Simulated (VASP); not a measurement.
# Rh (P6_3/mmc) in VASP: settings compared

Rh is run at these levels: r2SCAN, PBEsol, r2SCAN+D4; tasks: single point, relaxation of cell and atoms.

Everything below comes from runs of VASP 6.6.1. Logs are shortened: lines on timing, memory, paths and dates and some standing lists are left out, and cuts for length are marked.

## 1. The cell of the first run

Symmetry: P6_3/mmc, No. 194, hexagonal system. The conventional cell has a = 2.691 Å, b = 2.691 Å, c = 8.758 Å, α = 90.00°, β = 90.00°, γ = 120.00°. Rh (site symmetry -3m) has 12 Rh at 2.68 to 2.69 Å within 3.5 Å. Rh (site symmetry -6m2) has 12 Rh at 2.68 to 2.69 Å within 3.5 Å.

This isn't the form of Rh at room conditions, which is fcc.

## 2. Single point, r2SCAN

The input, POSCAR:

```
Rh
1.0
    2.6910443306     -0.0000002886      0.0000000000
   -1.3455219154      2.3305128973      0.0000000000
    0.0000000000      0.0000000000      8.7575829062
Rh
4
Direct
    0.0000000000      0.0000000000      0.0000000000
    0.3333333333      0.6666666667      0.2500000000
    0.0000000000      0.0000000000      0.5000000000
    0.6666666667      0.3333333333      0.7500000000
```

The input, INCAR.step1:

```
SYSTEM = Rh
PREC = Accurate
ENCUT = 520
ISMEAR = 1
SIGMA = 0.1
LREAL = .FALSE.
LASPH = .TRUE.
NELM = 60
NBANDS = 38
GGA = PE
ALGO = Normal
EDIFF = 1E-4
LWAVE = .TRUE.
LCHARG = .FALSE.
```

The input, INCAR.step2:

```
SYSTEM = Rh
PREC = Accurate
ENCUT = 520
EDIFF = 1E-6
ISMEAR = 1
SIGMA = 0.1
LREAL = .FALSE.
LASPH = .TRUE.
NELM = 60
ALGO = Normal
ISIF = 2
LWAVE = .FALSE.
LCHARG = .FALSE.
METAGGA = R2SCAN
LMIXTAU = .TRUE.
NBANDS = 38
ISTART = 1
```

The input, KPOINTS:

```
Automatic mesh
0
G
  9 9 3
  0 0 0
```

Potentials or basis: VASP PAW PBE potentials, release 64 (Rh_pv).

Command:

```console
$ cat potpaw_PBE.64/Rh_pv/POTCAR > POTCAR
$ cp INCAR.step1 INCAR
$ mpirun -np 1 vasp_std > vasp.out
$ cp INCAR.step2 INCAR
$ mpirun -np 1 vasp_std > vasp.out
```

OUTCAR:

```text
SYSTEM = Rh
   PREC = Accurate
   ENCUT = 520
   EDIFF = 1E-6
   ISMEAR = 1
   LREAL = .FALSE.
   LASPH = .TRUE.
   NELM = 60
   ISIF = 2
   METAGGA = R2SCAN
   ISTART = 1

 ion  position               nearest neighbor table
   1  0.000  0.000  0.000-   2 2.68   4 2.68   4 2.68   2 2.68   4 2.68   2 2.68
   2  0.333  0.667  0.250-   1 2.68   3 2.68   1 2.68   3 2.68   1 2.68   3 2.68
   3  0.000  0.000  0.500-   2 2.68   4 2.68   4 2.68   2 2.68   4 2.68   2 2.68
   4  0.667  0.333  0.750-   1 2.68   3 2.68   1 2.68   3 2.68   1 2.68   3 2.68

  LATTYP: Found a hexagonal cell.
 ALAT       =     2.6910443306
 C/A-ratio  =     3.2543436043

  Lattice vectors:

 A1 = (   2.6910443306,  -0.0000002886,   0.0000000000)
 A2 = (  -1.3455219154,   2.3305128973,   0.0000000000)
 A3 = (   0.0000000000,   0.0000000000,   8.7575829062)

Analysis of symmetry for initial positions (statically):
=====================================================================
 Subroutine PRICEL returns:
 Original cell was already a primitive cell.

 Routine SETGRP: Setting up the symmetry group for a
 hexagonal supercell.

 Subroutine GETGRP returns: Found 24 space group operations
 (whereof 12 operations were pure point group operations)
 out of a pool of 24 trial point group operations.

The static configuration has the point symmetry D_3d.
 The point group associated with its full space group is D_6h.

Analysis of symmetry for dynamics (positions and initial velocities):
=====================================================================
 Subroutine PRICEL returns:
 Original cell was already a primitive cell.

 Routine SETGRP: Setting up the symmetry group for a
 hexagonal supercell.

 Subroutine GETGRP returns: Found 24 space group operations
 (whereof 12 operations were pure point group operations)
 out of a pool of 24 trial point group operations.

The dynamic configuration has the point symmetry D_3d.
 The point group associated with its full space group is D_6h.

 Subroutine INISYM returns: Found 24 space group operations
 (whereof 12 operations are pure point group operations),
 and found     1 'primitive' translations

----------------------------------------------------------------------------------------

                                     Primitive cell

  volume of cell :      54.9233

  direct lattice vectors                    reciprocal lattice vectors
[... 90 lines left out ...]
   EDIFF  = 0.1E-05   stopping-criterion for ELM
   LREAL  =      F    real-space projection
   EDIFFG = 0.1E-04   stopping-criterion for IOM
   NSW    =      0    number of steps for IOM
   IBRION =     -1    ionic relax: 0-MD 1-quasi-New 2-CG
   NFREE  =      0    steps in history (QN), initial steepest desc. (CG)
   ISIF   =      2    stress and relaxation
   ISYM   =      2    0-nonsym 1-usesym 2-fastsym
   POTIM  = 0.5000    time-step for ionic-motion
   TEBEG  =    0.0;   TEEND  =   0.0 temperature during run
   PSTRESS=    0.0 pullay stress
   NELECT =      60.0000    total number of electrons
   NUPDOWN=      -1.0000    fix difference up-down
   EMIN   =  10.00;   EMAX   =-10.00  energy-range for DOS
   EFERMI =   0.00;   METHOD = LEGACY
   ISMEAR =     1;   SIGMA  =   0.10  broadening in eV -4-tet -1-fermi 0-gaus
   EFERMI_NEDOS =   21; number of points for ismear=-14 and -15
   IALGO  =     38    algorithm
   IMIX   =      4    mixing-type and parameters
     AMIX     =   0.40;   BMIX     =  1.00
     AMIX_MAG =   1.60;   BMIX_MAG =  1.00
  volume/ion in A,a.u.               =      13.73        92.66
  Fermi-wavevector in a.u.,A,eV,Ry     =   1.686060  3.186192 38.678624  2.842799
  Thomas-Fermi vector in A             =   2.768793
   LORBIT       =      0    0 simple, 1 ext, 2 COOP (PROOUT), +10 PAW based schemes
   METAGGA = R2SCAN    functional components
   LHFCALC =     F    Hartree Fock is set to
   AEXX    =    0.0000 exact exchange contribution
   IVDW    =     0    specifies the selected vdW correction
   LEPSILON=     F    determine dielectric tensor
   LRPA    =     F    only Hartree local field effects (RPA)
 non-spin polarized calculation
 Methfessel and Paxton  Order N= 1 SIGMA  =   0.10
  energy-cutoff  :      520.00
  volume of cell :       54.92
 maximum number of plane-waves:      1499
 NGX is ok and might be reduce to    20
   NGX =  9   NGY =  9   NGZ = 33

 number of electron      59.9999992 magnetization

 Free energy of the ion-electron system (eV)
  ---------------------------------------------------
  ext. energy  EPLUGINS =         0.00000000
  ---------------------------------------------------
  free energy    TOTEN  =       -96.47301887 eV

  energy without entropy =      -96.47204648  energy(sigma->0) =      -96.47269474

 E-fermi :  11.7684     XC(G=0): -15.2180

 val. band max:       11.7540820760   @ k =   0.2222   0.0000   0.3333
 cond. band min:      11.7807200411   @ k =   0.3333   0.0000   0.0000
 fundamental gap:      0.0266379651
 Fermi energy:        11.7684461594

 k-point     1 :       0.0000    0.0000    0.0000
  band No.  band energies     occupation
      1     -36.8289      2.00000
      2     -36.4398      2.00000
      3     -36.4358      2.00000
      4     -36.1401      2.00000
      5     -36.1401      2.00000
      6     -36.0958      2.00000
[... 973 lines left out ...]
     37      20.1853      0.00000
     38      20.1853      0.00000

------------------------ aborting loop because EDIFF is reached ----------------------------------------

  FORCE on cell =-STRESS in cart. coord.  units (eV):
  Direction    XX          YY          ZZ          XY          YZ          ZX
  --------------------------------------------------------------------------------------
  -------------------------------------------------------------------------------------
  Total        0.4034224      0.4034224      0.4398811     -0.0000000      0.0000000      0.0000000
  in kB       11.7683083     11.7683083     12.8318516     -0.0000000      0.0000000      0.0000000
  external PRESSURE =      12.1228228 kB  Pullay stress =       0.0000000 kB

 VOLUME and BASIS-vectors are now :
 -----------------------------------------------------------------------------
  energy-cutoff  :      520.00
  volume of cell :       54.92
      direct lattice vectors                 reciprocal lattice vectors
     2.691044331 -0.000000289  0.000000000     0.371602969  0.214545021  0.000000000
    -1.345521915  2.330512897  0.000000000     0.000000046  0.429090121  0.000000000
     0.000000000  0.000000000  8.757582906     0.000000000  0.000000000  0.114186758

 POSITION                                       TOTAL-FORCE (eV/Angst)
 -----------------------------------------------------------------------------------
      0.00000      0.00000      0.00000        -0.000000     -0.000000      0.000000
      0.00000      1.55368      2.18940        -0.000000      0.000000     -0.000000
      0.00000      0.00000      4.37879        -0.000000     -0.000000      0.000000
      1.34552      0.77684      6.56819         0.000000     -0.000000     -0.000000
 -----------------------------------------------------------------------------------
    total drift:                                0.000000     -0.000000      0.000000

  FREE ENERGIE OF THE ION-ELECTRON SYSTEM (eV)
  ---------------------------------------------------
  free  energy   TOTEN  =       -96.4730188694 eV

  energy  without entropy=      -96.4720464837  energy(sigma->0) =      -96.47269474
```

OUTCAR.step1:

```text
SYSTEM = Rh
   PREC = Accurate
   ENCUT = 520
   ISMEAR = 1
   LREAL = .FALSE.
   LASPH = .TRUE.
   NELM = 60
[... 1212 lines left out ...]
      0.00000      1.55368      2.18940        -0.000000     -0.000000      0.000000
      0.00000      0.00000      4.37879         0.000000      0.000000      0.000000
      1.34552      0.77684      6.56819         0.000000     -0.000000     -0.000000
 -----------------------------------------------------------------------------------
    total drift:                                0.000000     -0.000000      0.000000

  FREE ENERGIE OF THE ION-ELECTRON SYSTEM (eV)
  ---------------------------------------------------
  free  energy   TOTEN  =       -28.9495371279 eV

  energy  without entropy=      -28.9477616038  energy(sigma->0) =      -28.94894529
```

OSZICAR.step1:

```text
N       E                     dE             d eps       ncg     rms          rms(c)
DAV:   1     0.767359998269E+03    0.76736E+03   -0.36562E+04  1864   0.183E+03
DAV:   2    -0.590386342118E+01   -0.77326E+03   -0.75199E+03  1902   0.571E+02
DAV:   3    -0.306826794221E+02   -0.24779E+02   -0.24071E+02  1998   0.112E+02
DAV:   4    -0.309223945068E+02   -0.23972E+00   -0.23960E+00  2050   0.111E+01
DAV:   5    -0.309264689833E+02   -0.40745E-02   -0.40744E-02  2024   0.146E+00    0.204E+01
DAV:   6    -0.290270203784E+02    0.18994E+01   -0.57712E+00  1998   0.184E+01    0.717E+00
DAV:   7    -0.289608264781E+02    0.66194E-01   -0.15820E-01  2022   0.252E+00    0.295E+00
DAV:   8    -0.289583847911E+02    0.24417E-02   -0.47011E-02  1962   0.271E+00    0.917E-01
DAV:   9    -0.289499294761E+02    0.84553E-02   -0.30227E-02  1950   0.217E+00    0.374E-01
DAV:  10    -0.289495350638E+02    0.39441E-03   -0.79141E-04  1956   0.263E-01    0.243E-02
DAV:  11    -0.289495371279E+02   -0.20640E-05   -0.25634E-05  1026   0.467E-02
   1 F= -.28949537E+02 E0= -.28948945E+02  d E =-.177552E-02
```

Run time: 11 min. Hardware: 1 thread of Intel Xeon 8259CL, shared host; peak memory 0.19 GiB.

What came out:

* Free energy: -96.4730 eV
* Pressure: 1.2 GPa
* Band gap on the k mesh: zero (bands 30 and 31 overlap by 1.68 eV)

Levels at points of the mesh, in eV from the Fermi level:
```csv
k point,band 26,band 27,band 28,band 29,band 30,band 31,band 32,band 33,band 34,band 35
"(0.00, 0.00, 0.00)",-2.71,-2.71,-1.54,-1.54,-0.91,-0.91,-0.37,-0.37,0.45,0.45
```

Caveat: the PAW data sets were made with another functional, which shifts forces and pressure a little.

## 3. Relaxation of cell and atoms, PBEsol

This run uses another cell than the first one, of 13.80 Å³/atom.

The input, INCAR:

```
PREC     = Accurate       # precision mode
ENCUT    = 600            # plane-wave cutoff, eV
EDIFF    = 1E-7           # SCF threshold, eV
ISMEAR   = 1              # smearing method
SIGMA    = 0.1            # smearing width, eV
LREAL    = False          # projectors in reciprocal space
LASPH    = True           # aspherical terms in the spheres
NELM     = 100            # most SCF steps
ALGO     = Normal         # electronic algorithm
ISIF     = 3              # what is computed and relaxed
LWAVE    = False          # write WAVECAR
LCHARG   = False          # write CHGCAR
GGA      = PS             # functional
IBRION   = 2              # ionic algorithm
NSW      = 80             # ionic steps
EDIFFG   = -0.02          # ionic threshold
```

The input, KPOINTS:

```
Automatic mesh
0
Gamma
  9 9 3
```

The input, POSCAR:

```
Rh
1.0
    2.6917450000      0.0000000000      0.0000000000
   -1.3458720000      2.3311190000      0.0000000000
    0.0000000000      0.0000000000      8.7980700000
Rh
4
Direct
    0.0000000000      0.0000000000      0.0000000000
    0.3333333333      0.6666666667      0.2500000000
    0.0000000000      0.0000000000      0.5000000000
    0.6666666667      0.3333333333      0.7500000000
```

Potentials or basis: VASP PAW PBE potentials, release 64 (Rh_pv).

Command:

```console
$ cat potpaw_PBE.64/Rh_pv/POTCAR > POTCAR
$ mpirun -np 1 vasp_std > vasp.out
```

It took 9.8 min on 1 thread of Intel Xeon 8259CL, shared host; peak memory 0.22 GiB.

Results (log left out):

* Free energy: -32.4961 eV
* Relaxed volume: 13.51 Å³/atom
* Relaxed cell: a = 2.677 Å, b = 2.677 Å, c = 8.710 Å, α = 90.00°, β = 90.00°, γ = 120.00°
* Space group after relaxing (to 0.1 Å): P6_3/mmc (No. 194)
* Energy gained by relaxing: 5.7 meV/atom
* Ionic steps: 5
* Pressure after relaxing: 0.0 GPa
* Band gap on the k mesh: zero (bands 30 and 31 overlap by 1.66 eV)

Stress tensor (GPa, compression positive):
```
-0.15  0.00  0.00
 0.00 -0.15  0.00
 0.00  0.00  0.23
```

Step by step:
```csv
step,energy change (eV),largest force (eV/Å),pressure (GPa),volume (Å³)
1,0.0000,0.0000,-6.00,55.21
2,0.1345,0.0000,18.58,51.18
3,-0.0228,0.0000,-0.09,54.06
4,-0.0228,0.0000,0.04,54.03
5,-0.0229,0.0000,-0.02,54.04
```

Final structure:
```
Rh
1.0
     2.67669    0.00000    0.00000
    -1.33835    2.31809    0.00000
     0.00000    0.00000    8.71011
Rh
4
Direct
  0.00000 0.00000 0.00000
  0.33333 0.66667 0.25000
  0.00000 0.00000 0.50000
  0.66667 0.33333 0.75000
```

Levels at points of the mesh, in eV from the Fermi level:
```csv
k point,band 28,band 29,band 30,band 31,band 32,band 33
"(0.00, 0.00, 0.00)",-1.49,-1.49,-0.88,-0.88,-0.35,-0.35
```

Caveat: the PAW data sets were made with another functional, which shifts forces and pressure a little.

## 4. Relaxation of cell and atoms, r2SCAN+D4

This run uses another cell than the first one, of 13.80 Å³/atom.

POSCAR is that of step 3.

The input, INCAR.step1:

```
PREC = Accurate ; ENCUT = 600
ISMEAR = 1 ; SIGMA = 0.1
LREAL = F ; LASPH = T
NELM = 80 ; GGA = PE
ALGO = Normal ; EDIFF = 1E-4
LWAVE = T ; LCHARG = F
```

The input, INCAR.step2:

```
PREC = Accurate ; ENCUT = 600
EDIFF = 1E-6 ; ISMEAR = 1
SIGMA = 0.1 ; LREAL = F
LASPH = T ; NELM = 80
ALGO = Normal ; ISIF = 3
LWAVE = F ; LCHARG = F
METAGGA = R2SCAN ; LMIXTAU = T
IVDW = 13 ; VDW_S6 = 1.0
VDW_S8 = 0.6018749 ; VDW_A1 = 0.51559235
VDW_A2 = 5.77342911 ; IBRION = 2
NSW = 80 ; EDIFFG = -0.02
ISTART = 1
```

The input, KPOINTS:

```
regular mesh
0
Gamma
  9 9 3
```

Command:

```console
$ cat potpaw_PBE.64/Rh_pv/POTCAR > POTCAR
$ cp INCAR.step1 INCAR
$ mpirun -np 1 vasp_std > vasp.out
$ cp INCAR.step2 INCAR
$ mpirun -np 1 vasp_std > vasp.out
```

It took 42 min on 1 thread of Intel Xeon 8259CL, shared host; peak memory 0.24 GiB.

The run converged. Its results:

```yaml
Free_energy: -97.5979 eV
Relaxed_volume: 13.66 Å³/atom
Relaxed_cell: a = 2.686 Å, b = 2.686 Å, c = 8.743 Å, α = 90.00°, β = 90.00°, γ = 120.00°
Space_group_after_relaxing_to_0.1_Å: P6_3/mmc (No. 194)
Energy_gained_by_relaxing: 1.5 meV/atom
Ionic_steps: 6
Pressure_after_relaxing: 0.1 GPa
Band_gap_on_the_k_mesh: zero (bands 30 and 31 overlap by 1.70 eV)
Dispersion_energy_per_atom: -0.283 eV
```

Step by step:
```tsv
step	energy change (eV)	largest force (eV/Å)	pressure (GPa)	volume (Å³)
1	0.0000	0.0000	-2.96	55.21
2	0.0313	0.0000	8.42	53.19
3	-0.0060	0.0000	-0.02	54.62
4	-0.0060	0.0000	0.19	54.60
5	-0.0061	0.0000	0.04	54.63
6	-0.0061	0.0000	0.10	54.62
```

Final structure:
```
Rh
1.0
     2.68582    0.00000    0.00000
    -1.34291    2.32599    0.00000
     0.00000    0.00000    8.74314
Rh
4
Direct
  0.00000 0.00000 0.00000
  0.33333 0.66667 0.25000
  0.00000 0.00000 0.50000
  0.66667 0.33333 0.75000
```

Levels at points of the mesh, in eV from the Fermi level:
| k point | band 28 | band 29 | band 30 | band 31 | band 32 | band 33 |
| --- | --- | --- | --- | --- | --- | --- |
| (0.00, 0.00, 0.00) | -1.55 | -1.55 | -0.92 | -0.92 | -0.37 | -0.37 |

Caveat: the PAW data sets were made with another functional, which shifts forces and pressure a little.

## 5. Relaxation of cell and atoms, r2SCAN

This run uses another cell than the first one, of 13.80 Å³/atom.

POSCAR is that of step 4.

The input, INCAR.step1:

```
PREC = Accurate
ENCUT = 600
ISMEAR = 1
SIGMA = 0.1
LREAL = False
LASPH = True
NELM = 80
GGA = PE
ALGO = Normal
EDIFF = 1E-4
LWAVE = True
LCHARG = False
```

The input, INCAR.step2:

```
PREC = Accurate
ENCUT = 600
EDIFF = 1E-6
ISMEAR = 1
SIGMA = 0.1
LREAL = False
LASPH = True
NELM = 80
ALGO = Normal
ISIF = 3
LWAVE = False
LCHARG = False
METAGGA = R2SCAN
LMIXTAU = True
IBRION = 2
NSW = 80
EDIFFG = -0.02
ISTART = 1
```

The input, KPOINTS:

```
Automatic mesh
0
Gamma
  9 9 3
```

Command:

```console
$ cat potpaw_PBE.64/Rh_pv/POTCAR > POTCAR
$ cp INCAR.step1 INCAR
$ mpirun -np 1 vasp_std > vasp.out
$ cp INCAR.step2 INCAR
$ mpirun -np 1 vasp_std > vasp.out
```

It took 16 min on 1 thread of Intel Xeon Platinum 8259CL at 2.50GHz (Skylake/Cascade Lake), shared host; peak memory 0.23 GiB.

It converged, with:

```
Free energy                           : -96.4705 eV
Relaxed volume                        : 13.79 Å³/atom
Relaxed cell                          : a = 2.694 Å, b = 2.694 Å, c = 8.770 Å, α = 90.00°, β = 90.00°, γ = 120.00°
Space group after relaxing (to 0.1 Å) : P6_3/mmc (No. 194)
Energy gained by relaxing             : 0.2 meV/atom
Ionic steps                           : 5
Pressure after relaxing               : 0.0 GPa
Band gap on the k mesh                : zero (bands 30 and 31 overlap by 1.67 eV)
```

Step by step:
```
step  energy change (eV)  largest force (eV/Å)  pressure (GPa)  volume (Å³)
   1              0.0000                0.0000           -0.34        55.21
   2              0.0000                0.0000            0.91        54.97
   3             -0.0008                0.0000            0.28        55.09
   4             -0.0007                0.0000           -0.45        55.23
   5             -0.0009                0.0000            0.01        55.14
```

Final structure:
```
CELL_PARAMETERS angstrom
2.69438 0.00000 0.00000
-1.34719 2.33340 0.00000
0.00000 0.00000 8.77043
ATOMIC_POSITIONS crystal
Rh 0.00000 0.00000 0.00000
Rh 0.33333 0.66667 0.25000
Rh 0.00000 0.00000 0.50000
Rh 0.66667 0.33333 0.75000
```

Levels at points of the mesh, in eV from the Fermi level:
```
           k point  band 26  band 27  band 28  band 29  band 30  band 31  band 32  band 33  band 34  band 35
(0.00, 0.00, 0.00)    -2.69    -2.69    -1.53    -1.53    -0.90    -0.90    -0.37    -0.37     0.45     0.45
```

Caveat: the PAW data sets were made with another functional, which shifts forces and pressure a little.

## 6. Summary

```tsv
task	level	cell	cutoff (eV)	gap on the mesh (eV)	pressure (GPa)	relaxed volume (Å³/atom)
single point	r2SCAN	a = 2.691, b = 2.691, c = 8.758 Å, angles 90.0, 90.0, 120.0°, 4 atoms	520	none	1.2	-
relaxation of cell and atoms	PBEsol	relaxed from a = 2.692, b = 2.692, c = 8.798 Å, angles 90.0, 90.0, 120.0°, 4 atoms	600	none	0.0	13.51
relaxation of cell and atoms	r2SCAN+D4	relaxed from a = 2.692, b = 2.692, c = 8.798 Å, angles 90.0, 90.0, 120.0°, 4 atoms	600	none	0.1	13.66
relaxation of cell and atoms	r2SCAN	relaxed from a = 2.692, b = 2.692, c = 8.798 Å, angles 90.0, 90.0, 120.0°, 4 atoms	600	none	0.0	13.79
```

Alike in all rows: potentials or basis VASP PAW PBE potentials, release 64 (Rh_pv); no spin polarisation; k mesh 9 × 9 × 3; smearing methfessel-paxton 0.1 eV.

Caveats: the PAW data sets were made with another functional, which shifts forces and pressure a little.

Absolute energies hang on the potentials; compare differences alone.
